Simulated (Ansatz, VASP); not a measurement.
# Sr3Zn2H: VASP beside Ansatz

```
CELL_PARAMETERS angstrom
9.10043 0.00000 0.00000
-4.55022 7.88120 0.00000
0.00000 0.00000 4.61900
ATOMIC_POSITIONS crystal
Sr 0.14772 0.85228 0.00000
Sr 0.14772 0.29544 0.00000
Sr 0.70456 0.85228 0.00000
Zn 0.33333 0.66667 0.74494
Zn 0.33333 0.66667 0.25506
H 0.00000 0.00000 0.00000
```

Alike in both runs: functional PBE; k mesh 3 × 3 × 4; occupations gaussian, width 0.1 eV; no spin polarisation.

Ansatz relaxed the structure, and its values are those at the end. VASP's run is a single point on that final structure, the one shown.

|  | VASP | Ansatz |
| --- | --- | --- |
| version | VASP 6.6.1 | Ansatz 0.2.0 |
| potentials or method | VASP PAW PBE potentials, release 64 (Sr_sv, Zn, H), cutoff 520 eV | scalar-relativistic, plane waves, PAW |
| valence electrons in the cell | 55 | 55 |

|  | VASP | Ansatz | Ansatz less VASP |
| --- | --- | --- | --- |
| gap on the k mesh at the Fermi level (eV) | none | none | - |
| pressure (GPa) | 0.1 | 0.1 | -0.05 |
| rms of the force components (eV/Å) | 0.004 | 0.002 | -0.0024 |

A gap of «none» marks a metal or a gap that the smearing closes. The functional is the same, so the differences come from potentials, cutoffs and numerics.
